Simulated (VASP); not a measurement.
Set up this calculation in VASP 6.6.1, as the native input.

```yaml
Task: single point
Functional: PBEsol
Potentials_or_basis: VASP PAW PBE potentials, release 64 (Te, Mo_sv)
Cutoff: 520 eV
k_mesh: 4 × 8 × 1
Occupations: fermi-dirac, width 0.05 eV
Spin: no spin polarisation
Dipole_correction: no
Further_INCAR_settings: ALGO = Normal; EDIFF = 1e-06; NBANDS = 35
```

The structure of Te2Mo lies in POSCAR:

```
Te2Mo
1.0
    6.3125495131      0.0000000000      0.0042880550
    0.0000000000      3.3862552146      0.0000000000
   -0.0606955733      0.0000000000     36.1676061572
Te Mo
4 2
Direct
    0.4320847287      0.7500000000      0.5407890498
    0.5679152713      0.2500000000      0.4592109502
    0.9220147387      0.2500000000      0.5567240192
    0.0779852613      0.7500000000      0.4432759808
    0.1825095674      0.2500000000      0.4976913673
    0.8174904326      0.7500000000      0.5023086327
```

One way to write it, as run:

INCAR

```
SYSTEM = Te2Mo
ALGO = Normal ; EDIFF = 1E-6
ENCUT = 520 ; GGA = PS
ISIF = 2 ; ISMEAR = -1
LASPH = .True. ; LCHARG = .False.
LREAL = .False. ; LWAVE = .False.
NBANDS = 35 ; NELM = 80
PREC = Accurate ; SIGMA = 0.05
```

KPOINTS

```
k-points
0
Gamma
  4 8 1
  0 0 0
```

Potentials or basis: VASP PAW PBE potentials, release 64 (Te, Mo_sv).

The run is started by

```console
$ cat potpaw_PBE.64/Te/POTCAR potpaw_PBE.64/Mo_sv/POTCAR > POTCAR
$ mpirun -np 1 vasp_std > vasp.out
```

Results of the run:

The largest force is 0.029 eV/Å and the band gap on the k mesh is zero (bands 26 and 27 overlap by 0.45 eV).

Caveat: the PAW data sets were made with another functional, which shifts forces and pressure a little; spin-orbit coupling is left out, which moves the levels of the heavy elements.

Run time: 8.6 min on 1 thread of AMD EPYC 9R45 96-Core Processor (Zen 5), with other jobs on the host, peak memory 0.88 GiB.
